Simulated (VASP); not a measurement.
# Be in VASP: single point with PBE

Aim: the single point of Be with PBE.

Everything below comes from runs of VASP 6.6.1. Logs are shortened: lines on timing, memory, paths and dates and some standing lists are left out, and cuts for length are marked.

## (1) The cell of the first run

The cell holds a slab with vacuum, 9 atoms: a = 2.300 Å, b = 2.300 Å, c = 31.404 Å, α = 90.00°, β = 90.00°, γ = 120.00°.

## (2) Single point, PBE

The input, INCAR:

```
PREC = Accurate ; ENCUT = 520
EDIFF = 1E-6 ; ISMEAR = 0
SIGMA = 0.1 ; LREAL = False
LASPH = True ; NELM = 60
ALGO = Normal ; ISIF = 2
LWAVE = False ; LCHARG = False
LDIPOL = True ; IDIPOL = 3
DIPOL = 0.5 0.5 0.500 ; GGA = PE
NBANDS = 19
```

The input, KPOINTS:

```
regular mesh
0
Gamma
  15 15 1
```

The input, POSCAR:

```
Be
1.0
    2.2995019854      0.0000000000      0.0000000000
   -1.1497509927      1.9914271354      0.0000000000
    0.0000000000      0.0000000000     31.4035998062
Be
9
Direct
    0.6666666667      0.3333333333      0.2706696064
    0.3333333333      0.6666666667      0.3280022048
    0.6666666667      0.3333333333      0.3853348032
    0.3333333333      0.6666666667      0.4426674016
    0.6666666667      0.3333333333      0.4996955166
    0.3333333333      0.6666666667      0.5567188008
    0.6666666667      0.3333333333      0.6137622759
    0.3333333333      0.6666666667      0.6707450053
    0.6666666667      0.3333333333      0.7282045425
```

Potentials or basis: VASP PAW PBE potentials, release 64 (Be).

On the command line:

```bash
$ cat potpaw_PBE.64/Be/POTCAR > POTCAR
$ mpirun -np 1 vasp_std > vasp.out
```

OUTCAR:

```text
PREC = Accurate
   ENCUT = 520
   EDIFF = 1E-6
   ISMEAR = 0
   LREAL = False
   LASPH = True
   NELM = 60
   ISIF = 2
   GGA = PE

 ion  position               nearest neighbor table
   1  0.667  0.333  0.271-   2 2.24   2 2.24   2 2.24
   2  0.333  0.667  0.328-   1 2.24   3 2.24   1 2.24   3 2.24   1 2.24   3 2.24
   3  0.667  0.333  0.385-   4 2.24   2 2.24   4 2.24   2 2.24   4 2.24   2 2.24
   4  0.333  0.667  0.443-   5 2.23   5 2.23   5 2.23   3 2.24   3 2.24   3 2.24
   5  0.667  0.333  0.500-   6 2.23   6 2.23   6 2.23   4 2.23   4 2.23   4 2.23
   6  0.333  0.667  0.557-   5 2.23   5 2.23   5 2.23   7 2.23   7 2.23   7 2.23
   7  0.667  0.333  0.614-   8 2.23   8 2.23   8 2.23   6 2.23   6 2.23   6 2.23
   8  0.333  0.667  0.671-   7 2.23   7 2.23   7 2.23   9 2.24   9 2.24   9 2.24
   9  0.667  0.333  0.728-   8 2.24   8 2.24   8 2.24

  LATTYP: Found a hexagonal cell.
 ALAT       =     2.2995019854
 C/A-ratio  =    13.6566961045

  Lattice vectors:

 A1 = (   2.2995019854,   0.0000000000,   0.0000000000)
 A2 = (  -1.1497509927,   1.9914271354,   0.0000000000)
 A3 = (   0.0000000000,   0.0000000000,  31.4035998062)

Analysis of symmetry for initial positions (statically):
=====================================================================
 Subroutine PRICEL returns:
 Original cell was already a primitive cell.

 Routine SETGRP: Setting up the symmetry group for a
 hexagonal supercell.

 Subroutine GETGRP returns: Found  6 space group operations
 (whereof  6 operations were pure point group operations)
 out of a pool of 24 trial point group operations.

The static configuration has the point symmetry C_3v.

Analysis of symmetry for dynamics (positions and initial velocities):
=====================================================================
 Subroutine PRICEL returns:
 Original cell was already a primitive cell.

 Routine SETGRP: Setting up the symmetry group for a
 hexagonal supercell.

 Subroutine GETGRP returns: Found  6 space group operations
 (whereof  6 operations were pure point group operations)
 out of a pool of 24 trial point group operations.

The dynamic configuration has the point symmetry C_3v.

 Subroutine INISYM returns: Found  6 space group operations
 (whereof  6 operations are pure point group operations),
 and found     1 'primitive' translations

----------------------------------------------------------------------------------------

                                     Primitive cell

  volume of cell :     143.8062

  direct lattice vectors                    reciprocal lattice vectors
     2.299501985  0.000000000  0.000000000     0.434876772  0.251076221  0.000000000
    -1.149750993  1.991427135  0.000000000     0.000000000  0.502152442  0.000000000
     0.000000000  0.000000000 31.403599806     0.000000000  0.000000000  0.031843483

  length of vectors
     2.299501985  2.299501985 31.403599806     0.502152442  0.502152442  0.031843483

  position of ions in fractional coordinates (direct lattice)
     0.666666667  0.333333333  0.270669606
     0.333333333  0.666666667  0.328002205
     0.666666667  0.333333333  0.385334803
     0.333333333  0.666666667  0.442667402
     0.666666667  0.333333333  0.499695517
     0.333333333  0.666666667  0.556718801
     0.666666667  0.333333333  0.613762276
     0.333333333  0.666666667  0.670745005
     0.666666667  0.333333333  0.728204543

  ion indices of the primitive-cell ions
   primitive index   ion index
                 1           1
                 2           2
                 3           3
                 4           4
                 5           5
                 6           6
                 7           7
                 8           8
                 9           9

----------------------------------------------------------------------------------------

 KPOINTS: regular mesh

Automatic generation of k-mesh.
 Grid dimensions read from file:
 generate k-points for:   15   15    1

 Generating k-lattice:

  Cartesian coordinates                     Fractional coordinates (reciprocal lattice)
     0.028991785  0.016738415  0.000000000     0.066666667  0.000000000  0.000000000
     0.000000000  0.033476829  0.000000000     0.000000000  0.066666667  0.000000000
     0.000000000  0.000000000  0.031843483     0.000000000  0.000000000  1.000000000

  Length of vectors
     0.033476829  0.033476829  0.031843483

  Shift w.r.t. Gamma in fractional coordinates (k-lattice)
     0.000000000  0.000000000  0.000000000

 Subroutine IBZKPT returns following result:
 ===========================================

 Found     27 irreducible k-points:

 Following reciprocal coordinates:
            Coordinates               Weight
  0.000000  0.000000  0.000000      1.000000
  0.066667  0.000000  0.000000      6.000000
  0.133333  0.000000  0.000000      6.000000
  0.200000 -0.000000  0.000000      6.000000
  0.266667  0.000000  0.000000      6.000000
  0.333333  0.000000  0.000000      6.000000
[... 16 lines left out ...]
  0.333333  0.200000  0.000000     12.000000
  0.400000  0.200000  0.000000      6.000000
 [... further k-points ...]
   k-points           NKPTS =     27   k-points in BZ     NKDIM =     27   number of bands    NBANDS=     19
   number of dos      NEDOS =    301   number of ions     NIONS =      9
   total plane-waves  NPLWV =  77760
   dimension x,y,z NGX =    18 NGY =   18 NGZ =  240
   dimension x,y,z NGXF=    36 NGYF=   36 NGZF=  480
   ions per type =               9
   NGX,Y,Z   is equivalent  to a cutoff of  13.01, 13.01, 12.71 a.u.
   NGXF,Y,Z  is equivalent  to a cutoff of  26.03, 26.03, 25.41 a.u.
 SYSTEM =  unknown system
   PREC   = accura    normal or accurate (medium, high low for compatibility)
   ISTART =      0    job   : 0-new  1-cont  2-samecut
   ICHARG =      2    charge: 1-file 2-atom 10-const
   ISPIN  =      1    spin polarized calculation?
   LNONCOLLINEAR =      F non collinear calculations
   LSORBIT =      F    spin-orbit coupling
   LASPH  =      T    aspherical Exc in radial PAW
   ENCUT  =  520.0 eV  38.22 Ry    6.18 a.u.   4.28  4.28 58.39*2*pi/ulx,y,z
   NELM   =     60;   NELMIN=  2; NELMDL= -5     # of ELM steps
   EDIFF  = 0.1E-05   stopping-criterion for ELM
   LREAL  =      F    real-space projection
   EDIFFG = 0.1E-04   stopping-criterion for IOM
   NSW    =      0    number of steps for IOM
   IBRION =     -1    ionic relax: 0-MD 1-quasi-New 2-CG
   NFREE  =      0    steps in history (QN), initial steepest desc. (CG)
   ISIF   =      2    stress and relaxation
   ISYM   =      2    0-nonsym 1-usesym 2-fastsym
   POTIM  = 0.5000    time-step for ionic-motion
   TEBEG  =    0.0;   TEEND  =   0.0 temperature during run
   PSTRESS=    0.0 pullay stress
   NELECT =      18.0000    total number of electrons
   NUPDOWN=      -1.0000    fix difference up-down
   EMIN   =  10.00;   EMAX   =-10.00  energy-range for DOS
   EFERMI =   0.00;   METHOD = LEGACY
   ISMEAR =     0;   SIGMA  =   0.10  broadening in eV -4-tet -1-fermi 0-gaus
   EFERMI_NEDOS =   21; number of points for ismear=-14 and -15
   IALGO  =     38    algorithm
   IMIX   =      4    mixing-type and parameters
     AMIX     =   0.40;   BMIX     =  1.00
     AMIX_MAG =   1.60;   BMIX_MAG =  1.00
  volume/ion in A,a.u.               =      15.98       107.83
  Fermi-wavevector in a.u.,A,eV,Ry     =   0.818917  1.547528  9.124403  0.670625
  Thomas-Fermi vector in A             =   1.929629
   LORBIT       =      0    0 simple, 1 ext, 2 COOP (PROOUT), +10 PAW based schemes
   GGA     = PE    functional components
   LHFCALC =     F    Hartree Fock is set to
   AEXX    =    0.0000 exact exchange contribution
   IVDW    =     0    specifies the selected vdW correction
   LEPSILON=     F    determine dielectric tensor
   LRPA    =     F    only Hartree local field effects (RPA)
 non-spin polarized calculation
 Gauss-broadening in eV      SIGMA  =   0.10
  energy-cutoff  :      520.00
  volume of cell :      143.81
 maximum number of plane-waves:      3963
 NGX is ok and might be reduce to    18
   NGX =  9   NGY =  9   NGZ =117

 dipolmoment           0.000000      0.000000     -0.000112 electrons x Angstroem

 number of electron      18.0000000 magnetization

 dipolmoment           0.000000      0.000000      0.000003 electrons x Angstroem

 Free energy of the ion-electron system (eV)
  ---------------------------------------------------
  ext. energy  EPLUGINS =         0.00000000
  ---------------------------------------------------
  free energy    TOTEN  =       -32.84604019 eV

  energy without entropy =      -32.83466596  energy(sigma->0) =      -32.84035307

 E-fermi :   0.6802     XC(G=0):  -6.0252

 val. band max:        0.6482007113   @ k =   0.3333   0.0667   0.0000
 cond. band min:       0.6999290171   @ k =   0.2667   0.0667   0.0000
 fundamental gap:      0.0517283057
 Fermi energy:         0.6801627377

 k-point     1 :       0.0000    0.0000    0.0000
  band No.  band energies     occupation
      1     -10.1368      2.00000
      2      -9.6455      2.00000
      3      -9.0732      2.00000
      4      -8.3697      2.00000
      5      -7.5021      2.00000
      6      -6.4639      2.00000
[... 11 lines left out ...]
     18       9.2455      0.00000
     19       9.4856      0.00000

 k-point     2 :       0.0667    0.0000    0.0000
  band No.  band energies     occupation
      1     -10.0114      2.00000
      2      -9.5199      2.00000
      3      -8.9471      2.00000
      4      -8.2428      2.00000
      5      -7.3740      2.00000
      6      -6.3336      2.00000
[... 476 lines left out ...]
 k-point    24 :       0.4000    0.2000    0.0000
  band No.  band energies     occupation
      1      -2.8704      2.00000
      2      -2.4234      2.00000
      3      -1.9693      2.00000
      4      -1.5706      2.00000
      5      -1.4911      2.00000
      6      -1.2448      2.00000
[... 11 lines left out ...]
     18       5.9533      0.00000
     19       6.6833      0.00000

 [... further k-points ...]

------------------------ aborting loop because EDIFF is reached ----------------------------------------

 vacuum level on the upper side and lower side of the slab       (xc-potential included)        -0.208        -0.081

  FORCE on cell =-STRESS in cart. coord.  units (eV):
  Direction    XX          YY          ZZ          XY          YZ          ZX
  --------------------------------------------------------------------------------------
  -------------------------------------------------------------------------------------
  Total       -3.7593589     -3.7593589     -0.2843884     -0.0000000      0.0000000      0.0000000
  in kB      -41.8838623    -41.8838623     -3.1684353     -0.0000000      0.0000000      0.0000000
  external PRESSURE =     -28.9787200 kB  Pullay stress =       0.0000000 kB

 VOLUME and BASIS-vectors are now :
 -----------------------------------------------------------------------------
  energy-cutoff  :      520.00
  volume of cell :      143.81
      direct lattice vectors                 reciprocal lattice vectors
     2.299501985  0.000000000  0.000000000     0.434876772  0.251076221  0.000000000
    -1.149750993  1.991427135  0.000000000     0.000000000  0.502152442  0.000000000
     0.000000000  0.000000000 31.403599806     0.000000000  0.000000000  0.031843483

 POSITION                                       TOTAL-FORCE (eV/Angst)
 -----------------------------------------------------------------------------------
      1.14975      0.66381      8.50000        -0.000000     -0.000000     -0.025876
     -0.00000      1.32762     10.30045         0.000000     -0.000000      0.094110
      1.14975      0.66381     12.10090        -0.000000     -0.000000     -0.012443
     -0.00000      1.32762     13.90135        -0.000000     -0.000000     -0.035635
      1.14975      0.66381     15.69224         0.000000     -0.000000     -0.003664
     -0.00000      1.32762     17.48297         0.000000     -0.000000     -0.001655
      1.14975      0.66381     19.27434         0.000000     -0.000000      0.007184
     -0.00000      1.32762     21.06381        -0.000000     -0.000000     -0.036255
      1.14975      0.66381     22.86824         0.000000      0.000000      0.014235
 -----------------------------------------------------------------------------------
    total drift:                                0.000000     -0.000000     -0.000013

  FREE ENERGIE OF THE ION-ELECTRON SYSTEM (eV)
  ---------------------------------------------------
  free  energy   TOTEN  =       -32.8460401879 eV

  energy  without entropy=      -32.8346659614  energy(sigma->0) =      -32.84035307

 vacuum level on the upper side and lower side of the slab         5.915         5.917
```

It took 3.1 min on 1 thread of Intel Xeon Platinum 8488C (Sapphire Rapids), shared host; peak memory 0.26 GiB.

Results:

* Free energy: -32.8460 eV
* Largest force: 0.094 eV/Å
* Band gap on the k mesh: zero (band 9 reaches 1.44 eV, above the bottom of band 10 at -1.69 eV)

Forces in eV/Å, atoms in the order of the input:
```
Be   0.000  0.000 -0.026
Be   0.000  0.000  0.094
Be   0.000  0.000 -0.012
Be   0.000  0.000 -0.036
Be   0.000  0.000 -0.004
Be   0.000  0.000 -0.002
Be   0.000  0.000  0.007
Be   0.000  0.000 -0.036
Be   0.000  0.000  0.014
```

Levels at points of the mesh, in eV from the Fermi level:
| k point | band 7 | band 8 | band 9 | band 10 | band 11 | band 12 |
| --- | --- | --- | --- | --- | --- | --- |
| (0.00, 0.00, 0.00) | -5.97 | -4.80 | -2.50 | -2.37 | 2.21 | 3.77 |
